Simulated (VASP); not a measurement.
Write the native input for VASP 6.6.1 that does the following.

- Task: single point
- Functional: RPBE
- Potentials or basis: VASP PAW PBE potentials, release 64 (Sc_sv)
- Cutoff: 500 eV
- k mesh: 12 × 12 × 12
- Occupations: fermi-dirac, width 0.1 eV
- Spin: no spin polarisation
- Dipole correction: no
- Further INCAR settings: ALGO = Normal; EDIFF = 1e-06; NBANDS = 12

The structure of Sc lies in POSCAR:

```
Sc
1.0
   -1.8646437122      1.8646437122      1.8646437122
    1.8646437122     -1.8646437122      1.8646437122
    1.8646437122      1.8646437122     -1.8646437122
Sc
1
Direct
    0.0000000000      0.0000000000      0.0000000000
```

The input as run:

INCAR

```
SYSTEM = Sc
  ALGO = Normal
  EDIFF = 1E-6
  ENCUT = 500
  GGA = RP
  GGA_COMPAT = .FALSE.
  ISIF = 2
  ISMEAR = -1
  LASPH = .TRUE.
  LCHARG = .FALSE.
  LREAL = .FALSE.
  LWAVE = .FALSE.
  NBANDS = 12
  NELM = 120
  PREC = Accurate
  SIGMA = 0.1
```

KPOINTS

```
k-points
0
G
  12 12 12
  0 0 0
```

Potentials or basis: VASP PAW PBE potentials, release 64 (Sc_sv).

The run is started by

```sh
$ cat potpaw_PBE.64/Sc_sv/POTCAR > POTCAR
$ mpirun -np 1 vasp_std > vasp.out
```

Results of the run:

```yaml
Pressure: 0.0 GPa
```

Caveat: the PAW data sets were made with another functional, which shifts forces and pressure a little.

Run time: 21 s on 1 thread of Intel Xeon 8259CL (shared host), peak memory 0.15 GiB.
